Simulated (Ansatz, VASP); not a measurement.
# Two plane-wave programs on Sn

File INCAR:

```
  PREC = Accurate
  ENCUT = 520
  EDIFF = 1E-6
  ISMEAR = -1
  SIGMA = 0.05
  LREAL = F
  LASPH = T
  NELM = 100
  ALGO = Fast
  ISIF = 2
  LWAVE = F
  LCHARG = F
  GGA = RE
  NBANDS = 13
```

File KPOINTS:

```
Automatic mesh
0
Gamma
  6 6 6
```

The input POSCAR:

```
Sn
1.0
   -2.0291894110      2.0291894110      1.6607599896
    2.0291894110     -2.0291894110      1.6607599896
    2.0291894110      2.0291894110     -1.6607599896
Sn
1
Direct
    0.0000000000      0.0000000000      0.0000000000
```

input.yaml

```yaml
crystal:
  lattice:
    - [-2.029189411, 2.029189411, 1.6607599896]
    - [2.029189411, -2.029189411, 1.6607599896]
    - [2.029189411, 2.029189411, -1.6607599896]
  atoms:
    - { symbol: Sn, position: [0.0, 0.0, 0.0] }
hamiltonian:
  xc: revpbe
  pseudopotentials: { kind: paw }
kpoints:
  mp_grid: { grid: [6, 6, 6] }
  band_path:
    path:
      - [[0.0, 0.0, 0.0], [0.0, 0.0, 0.5], [-0.5, 0.5, 0.5], [0.0, 0.0, 0.0], [0.4174590337, 0.4174590337, -0.4174590337], [0.25, 0.25, 0.25], [0.0, 0.5, 0.0], [-0.4174590337, 0.5825409663, 0.4174590337], [-0.5, 0.5, 0.5]]
      - [[0.0, 0.0, 0.5], [0.25, 0.25, 0.25]]
    npoints: 14
scf:
  occupations: { method: fermi_dirac, width: 0.05 }
  n_extra_bands: 6
output:
  forces: true
  stress: true
  eigenvalues: true
  fatbands: true
  write_density: true
  write_potential: true
  elf: true
  volumetric_format: npy
```

Alike in both runs: functional revPBE; k mesh 6 × 6 × 6; occupations fermi-dirac, width 0.05 eV; no spin polarisation.

|  | VASP | Ansatz |
| --- | --- | --- |
| version | VASP 6.6.1 | Ansatz 0.2.0 |
| potentials or method | VASP PAW PBE potentials, release 64 (Sn_d) | Ansatz PAW |
| plane-wave cutoff (eV) | 520 | 420 |
| valence electrons in the cell | 14 | 14 |
| task | single point | band structure |

|  | VASP | Ansatz | Ansatz less VASP |
| --- | --- | --- | --- |
| gap on the k mesh at the Fermi level (eV) | none | none | - |
| pressure (GPa) | 2.4 | 2.4 | 0.00 |
| traceless stress, the component that is largest in VASP (GPa) | -0.39 | -0.39 | +0.003 |

VASP's potentials were made for PBE, not for revPBE. A gap of «none» marks a metal or a gap that the smearing closes. With one functional, cell and mesh, what is left measures potentials, basis and numerics.

The k mesh is coarse, so the values compare programs but aren't converged.
